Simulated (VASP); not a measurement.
# RuS (F-43m) in VASP: a series of runs

RuS is run at these levels: PBE; tasks: single point.

All numbers are computed with VASP 6.6.1; they aren't measurements. Logs are shortened: lines on timing, memory, paths and dates and some standing lists are left out, and cuts for length are marked.

### Step 1. The cell of the first run

The structure is cubic, space group F-43m (No. 216). The conventional cell has a = 5.131 Å, b = 5.131 Å, c = 5.131 Å, α = 90.00°, β = 90.00°, γ = 90.00°. Ru (site symmetry -43m) has 4 S at 2.22 Å within 2.9 Å. Within 2.9 Å of S (site symmetry -43m) lie 4 Ru at 2.22 Å.

### Step 2. Single point, PBE (volume scaled by 0.960)

File INCAR:

```
SYSTEM = RuS
PREC     = Accurate       ! precision mode
ENCUT    = 520            ! plane-wave cutoff, eV
EDIFF    = 1E-6           ! SCF threshold, eV
ISMEAR   = 0              ! smearing method
SIGMA    = 0.05           ! smearing width, eV
LREAL    = .False.        ! projectors in reciprocal space
LASPH    = .True.         ! aspherical terms in the spheres
NELM     = 60             ! most SCF steps
ALGO     = Normal         ! electronic algorithm
ISIF     = 2              ! what is computed and relaxed
LWAVE    = .False.        ! write WAVECAR
LCHARG   = .True.         ! write CHGCAR
GGA      = PE             ! functional
LELF     = .True.         ! ELF
LVHAR    = .True.       
NBANDS   = 17             ! bands
```

File KPOINTS:

```
regular mesh
0
Gamma
  10 10 10
  0 0 0
```

File POSCAR:

```
RuS
1.0
    0.0000000000      2.5653737656      2.5653737656
    2.5653737656      0.0000000000      2.5653737656
    2.5653737656      2.5653737656      0.0000000000
Ru S
1 1
Direct
    0.0000000000      0.0000000000      0.0000000000
    0.2500000000      0.2500000000      0.2500000000
```

Potentials or basis: VASP PAW PBE potentials, release 64 (Ru_pv, S).

Launch:

```sh
$ cat potpaw_PBE.64/Ru_pv/POTCAR potpaw_PBE.64/S/POTCAR > POTCAR
$ mpirun -np 1 vasp_std > vasp.out
```

OUTCAR:

```text
SYSTEM = RuS
   PREC = Accurate
   ENCUT = 520
   EDIFF = 1E-6
   ISMEAR = 0
   LREAL = .False.
   LASPH = .True.
   NELM = 60
   ISIF = 2
   GGA = PE

 ion  position               nearest neighbor table
   1  0.000  0.000  0.000-   2 2.22   2 2.22   2 2.22   2 2.22
   2  0.250  0.250  0.250-   1 2.22   1 2.22   1 2.22   1 2.22

  LATTYP: Found a face centered cubic cell.
 ALAT       =     5.1307475312

  Lattice vectors:

 A1 = (   0.0000000000,   2.5653737656,   2.5653737656)
 A2 = (   2.5653737656,   0.0000000000,   2.5653737656)
 A3 = (   2.5653737656,   2.5653737656,   0.0000000000)

Analysis of symmetry for initial positions (statically):
=====================================================================
 Subroutine PRICEL returns:
 Original cell was already a primitive cell.

 Routine SETGRP: Setting up the symmetry group for a
 face centered cubic supercell.

 Subroutine GETGRP returns: Found 24 space group operations
 (whereof 24 operations were pure point group operations)
 out of a pool of 48 trial point group operations.

The static configuration has the point symmetry T_d .

Analysis of symmetry for dynamics (positions and initial velocities):
=====================================================================
 Subroutine PRICEL returns:
 Original cell was already a primitive cell.

 Routine SETGRP: Setting up the symmetry group for a
 face centered cubic supercell.

 Subroutine GETGRP returns: Found 24 space group operations
 (whereof 24 operations were pure point group operations)
 out of a pool of 48 trial point group operations.

The dynamic configuration has the point symmetry T_d .

 Subroutine INISYM returns: Found 24 space group operations
 (whereof 24 operations are pure point group operations),
 and found     1 'primitive' translations

----------------------------------------------------------------------------------------

                                     Primitive cell

  volume of cell :      33.7662

  direct lattice vectors                    reciprocal lattice vectors
     0.000000000  2.565373766  2.565373766    -0.194903373  0.194903373  0.194903373
     2.565373766  0.000000000  2.565373766     0.194903373 -0.194903373  0.194903373
     2.565373766  2.565373766  0.000000000     0.194903373  0.194903373 -0.194903373

  length of vectors
     3.627986372  3.627986372  3.627986372     0.337582545  0.337582545  0.337582545

  position of ions in fractional coordinates (direct lattice)
     0.000000000  0.000000000  0.000000000
[... 72 lines left out ...]
   ISPIN  =      1    spin polarized calculation?
   LNONCOLLINEAR =      F non collinear calculations
   LSORBIT =      F    spin-orbit coupling
   LASPH  =      T    aspherical Exc in radial PAW
   ENCUT  =  520.0 eV  38.22 Ry    6.18 a.u.   6.75  6.75  6.75*2*pi/ulx,y,z
   NELM   =     60;   NELMIN=  2; NELMDL= -5     # of ELM steps
   EDIFF  = 0.1E-05   stopping-criterion for ELM
   LREAL  =      F    real-space projection
   EDIFFG = 0.1E-04   stopping-criterion for IOM
   NSW    =      0    number of steps for IOM
   IBRION =     -1    ionic relax: 0-MD 1-quasi-New 2-CG
   NFREE  =      0    steps in history (QN), initial steepest desc. (CG)
   ISIF   =      2    stress and relaxation
   ISYM   =      2    0-nonsym 1-usesym 2-fastsym
   POTIM  = 0.5000    time-step for ionic-motion
   TEBEG  =    0.0;   TEEND  =   0.0 temperature during run
   PSTRESS=    0.0 pullay stress
   NELECT =      20.0000    total number of electrons
   NUPDOWN=      -1.0000    fix difference up-down
   EMIN   =  10.00;   EMAX   =-10.00  energy-range for DOS
   EFERMI =   0.00;   METHOD = LEGACY
   ISMEAR =     0;   SIGMA  =   0.05  broadening in eV -4-tet -1-fermi 0-gaus
   EFERMI_NEDOS =   21; number of points for ismear=-14 and -15
   IALGO  =     38    algorithm
   IMIX   =      4    mixing-type and parameters
     AMIX     =   0.40;   BMIX     =  1.00
     AMIX_MAG =   1.60;   BMIX_MAG =  1.00
  volume/ion in A,a.u.               =      16.88       113.93
  Fermi-wavevector in a.u.,A,eV,Ry     =   1.374857  2.598103 25.718163  1.890232
  Thomas-Fermi vector in A             =   2.500245
   LORBIT       =      0    0 simple, 1 ext, 2 COOP (PROOUT), +10 PAW based schemes
   GGA     = PE    functional components
   LHFCALC =     F    Hartree Fock is set to
   AEXX    =    0.0000 exact exchange contribution
   IVDW    =     0    specifies the selected vdW correction
   LEPSILON=     F    determine dielectric tensor
   LRPA    =     F    only Hartree local field effects (RPA)
 non-spin polarized calculation
 Gauss-broadening in eV      SIGMA  =   0.05
  energy-cutoff  :      520.00
  volume of cell :       33.77
 maximum number of plane-waves:       941
   NGX = 13   NGY = 13   NGZ = 13

 number of electron      19.9999995 magnetization

 Free energy of the ion-electron system (eV)
  ---------------------------------------------------
  ext. energy  EPLUGINS =         0.00000000
  ---------------------------------------------------
  free energy    TOTEN  =       -13.63185911 eV

  energy without entropy =      -13.62988047  energy(sigma->0) =      -13.63086979

 E-fermi :   8.6590     XC(G=0): -11.3633

 val. band max:        8.6587265717   @ k =  -0.3000   0.4000   0.1000
 cond. band min:       8.6649162708   @ k =   0.4000   0.3000   0.1000
 fundamental gap:      0.0061896991
 Fermi energy:         8.6589554046

 k-point     1 :       0.0000    0.0000    0.0000
  band No.  band energies     occupation
      1     -34.3081      2.00000
      2     -34.3081      2.00000
      3     -34.3081      2.00000
      4      -6.9608      2.00000
      5       2.2232      2.00000
      6       2.2232      2.00000
[... 457 lines left out ...]
      4      -5.9565      2.00000
      5       1.4145      2.00000
      6       3.2069      2.00000
[... 9 lines left out ...]
     16      19.2921      0.00000
     17      19.7424      0.00000

 [... further k-points ...]
[... 5 lines left out ...]
  --------------------------------------------------------------------------------------
  -------------------------------------------------------------------------------------
  Total        1.3486029      1.3486029      1.3486029      0.0000000      0.0000000      0.0000000
  in kB       63.9900920     63.9900920     63.9900920      0.0000000      0.0000000      0.0000000
  external PRESSURE =      63.9900920 kB  Pullay stress =       0.0000000 kB

 VOLUME and BASIS-vectors are now :
 -----------------------------------------------------------------------------
  energy-cutoff  :      520.00
  volume of cell :       33.77
      direct lattice vectors                 reciprocal lattice vectors
     0.000000000  2.565373766  2.565373766    -0.194903373  0.194903373  0.194903373
     2.565373766  0.000000000  2.565373766     0.194903373 -0.194903373  0.194903373
     2.565373766  2.565373766  0.000000000     0.194903373  0.194903373 -0.194903373

 POSITION                                       TOTAL-FORCE (eV/Angst)
 -----------------------------------------------------------------------------------
      0.00000      0.00000      0.00000         0.000000     -0.000000      0.000000
      1.28269      1.28269      1.28269        -0.000000      0.000000     -0.000000
 -----------------------------------------------------------------------------------
    total drift:                               -0.000000     -0.000000     -0.000000

  FREE ENERGIE OF THE ION-ELECTRON SYSTEM (eV)
  ---------------------------------------------------
  free  energy   TOTEN  =       -13.6318591088 eV

  energy  without entropy=      -13.6298804671  energy(sigma->0) =      -13.63086979
```

stdout:

```text
POSCAR found type information on POSCAR RuS
 POSCAR found :  2 types and       2 ions
 scaLAPACK will be used
 LDA part: xc-table for (Slater+PW92), standard interpolation
 POSCAR, INCAR and KPOINTS ok, starting setup
 FFT: planning ... GRIDC
 FFT: planning ... GRID_SOFT
 FFT: planning ... GRID
 WAVECAR not read
 entering main loop
```

Wall time 38 s (1 thread of Intel Xeon Platinum 8375C at 2.90GHz (Ice Lake), shared host); peak memory 0.17 GiB.

Results:

```yaml
Free_energy: -13.6319 eV
Pressure: 6.4 GPa
Band_gap_on_the_k_mesh: zero (band 10 reaches 11.18 eV, above the bottom of band 11 at 8.10 eV)
```

### Step 3. Single point, PBE (volume scaled by 0.945)

File INCAR:

```
SYSTEM = RuS
PREC = Accurate
ENCUT = 520
EDIFF = 1E-6
ISMEAR = 0
SIGMA = 0.05
LREAL = .FALSE.
LASPH = .TRUE.
NELM = 100
ALGO = Normal
ISIF = 2
LWAVE = .FALSE.
LCHARG = .TRUE.
GGA = PE
LELF = .TRUE.
LVHAR = .TRUE.
NBANDS = 17
```

File KPOINTS:

```
Automatic mesh
0
G
  10 10 10
  0 0 0
```

File POSCAR:

```
RuS
1.0
    0.0000000000      2.5519422432      2.5519422432
    2.5519422432      0.0000000000      2.5519422432
    2.5519422432      2.5519422432      0.0000000000
Ru S
1 1
Direct
    0.0000000000      0.0000000000      0.0000000000
    0.2500000000      0.2500000000      0.2500000000
```

Potentials or basis: VASP PAW PBE potentials, release 64 (Ru_pv, S).

Launch:

```sh
$ cat potpaw_PBE.64/Ru_pv/POTCAR potpaw_PBE.64/S/POTCAR > POTCAR
$ mpirun -np 1 vasp_std > vasp.out
```

Wall time 38 s (1 thread of Intel Xeon Platinum 8375C at 2.90GHz (Ice Lake), shared host); peak memory 0.17 GiB.

The run converged. Its results:

```yaml
Free_energy: -13.6057 eV
Pressure: 9.3 GPa
Band_gap_on_the_k_mesh: zero (band 10 reaches 11.45 eV, above the bottom of band 11 at 8.30 eV)
```

Levels at points of the mesh, in eV from the Fermi level:
| k point | band 6 | band 7 | band 8 | band 9 | band 10 | band 11 | band 12 | band 13 | band 14 | band 15 |
| --- | --- | --- | --- | --- | --- | --- | --- | --- | --- | --- |
| (0.00, 0.00, 0.00) | -6.54 | -6.54 | -2.30 | -2.30 | 2.25 | 3.72 | 3.72 | 3.72 | 8.15 | 8.15 |
| (0.50, 0.00, 0.00) | -6.05 | -6.05 | -1.91 | -1.91 | -1.49 | 1.55 | 1.55 | 4.55 | 9.22 | 9.26 |
| (0.50, 0.50, 0.00) | -4.98 | -4.98 | -2.92 | -1.34 | -1.10 | -0.58 | -0.58 | 6.43 | 7.57 | 11.01 |

### Step 4. Single point, PBE (volume scaled by 0.980)

File INCAR:

```
SYSTEM = RuS
  ALGO = Normal
  EDIFF = 1E-6
  ENCUT = 520
  GGA = PE
  ISIF = 2
  ISMEAR = 0
  LASPH = .TRUE.
  LCHARG = .FALSE.
  LREAL = .FALSE.
  LWAVE = .FALSE.
  NBANDS = 17
  NELM = 100
  PREC = Accurate
  SIGMA = 0.05
```

File KPOINTS:

```
k-points
0
G
  10 10 10
  0 0 0
```

File POSCAR:

```
RuS
1.0
    0.0000000000      2.5830665575      2.5830665575
    2.5830665575      0.0000000000      2.5830665575
    2.5830665575      2.5830665575      0.0000000000
Ru S
1 1
Direct
    0.0000000000      0.0000000000      0.0000000000
    0.2500000000      0.2500000000      0.2500000000
```

Launch:

```sh
$ cat potpaw_PBE.64/Ru_pv/POTCAR potpaw_PBE.64/S/POTCAR > POTCAR
$ mpirun -np 1 vasp_std > vasp.out
```

Run time: 35 s. Hardware: 1 thread of Intel Xeon Platinum 8375C at 2.90GHz (Ice Lake), shared host; peak memory 0.17 GiB.

The run converged. Its results:

```yaml
Free_energy: -13.6526 eV
Pressure: 2.9 GPa
Band_gap_on_the_k_mesh: zero (band 10 reaches 10.83 eV, above the bottom of band 11 at 7.84 eV)
```

Levels at points of the mesh, in eV from the Fermi level:
```csv
k point,band 8,band 9,band 10,band 11,band 12,band 13
"(0.00, 0.00, 0.00)",-2.16,-2.16,2.17,3.56,3.56,3.56
"(0.50, 0.00, 0.00)",-1.79,-1.79,-1.41,1.50,1.50,4.51
"(0.50, 0.50, 0.00)",-2.73,-1.27,-1.06,-0.53,-0.53,6.21
```

### Step 5. The runs side by side

```tsv
cell	gap on the mesh (eV)	pressure (GPa)
a = 3.628 Å, angles 60.0°, 2 atoms	none	6.4
a = 3.609 Å, angles 60.0°, 2 atoms	none	9.3
a = 3.653 Å, angles 60.0°, 2 atoms	none	2.9
```

Alike in all rows: task single point; level PBE; potentials or basis VASP PAW PBE potentials, release 64 (Ru_pv, S); no spin polarisation; k mesh 10 × 10 × 10; cutoff (eV) 520; smearing gaussian 0.05 eV.

Total energies depend on the potentials used, so only differences within one code and one set of settings carry meaning.
